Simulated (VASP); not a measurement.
Write the native input for VASP 6.6.1 that does the following.

```
Task                   : single point
Functional             : LDA
Potentials or basis    : VASP PAW LDA potentials, release 64 (Ni)
Cutoff                 : 600 eV
k mesh                 : 15 × 15 × 15
Occupations            : fermi-dirac, width 0.1 eV
Spin                   : no spin polarisation
Dipole correction      : no
Further INCAR settings : ALGO = Normal; EDIFF = 1e-06; NBANDS = 11
```

The structure of Ni lies in POSCAR:

```
Ni
1.0
    0.0000000000      1.7725500000      1.7725500000
    1.7725500000      0.0000000000      1.7725500000
    1.7725500000      1.7725500000      0.0000000000
Ni
1
Direct
    0.0000000000      0.0000000000      0.0000000000
```

These files were run (other wordings do the same):

INCAR

```
SYSTEM = Ni
PREC = Accurate
ENCUT = 600
EDIFF = 1E-6
ISMEAR = -1
SIGMA = 0.1
LREAL = .False.
LASPH = .True.
NELM = 120
ALGO = Normal
ISIF = 2
LWAVE = .False.
LCHARG = .False.
GGA = CA
NBANDS = 11
GGA_COMPAT = .False.
```

KPOINTS

```
Automatic mesh
0
Gamma
  15 15 15
  0 0 0
```

Potentials or basis: VASP PAW LDA potentials, release 64 (Ni).

Command:

```sh
$ cat potpaw_LDA.64/Ni/POTCAR > POTCAR
$ mpirun -np 1 vasp_std > vasp.out
```

Results of the run:

The pressure is -21.0 GPa and the band gap on the k mesh is zero (band 5 reaches 8.68 eV, above the bottom of band 6 at 7.78 eV).

Caveat: the run has no spin polarisation, though such a crystal can be magnetic.

It took 13 s on 1 thread of Intel(R) Xeon(R) Platinum 8488C (Sapphire Rapids), with other jobs on the host, peak memory 0.13 GiB.
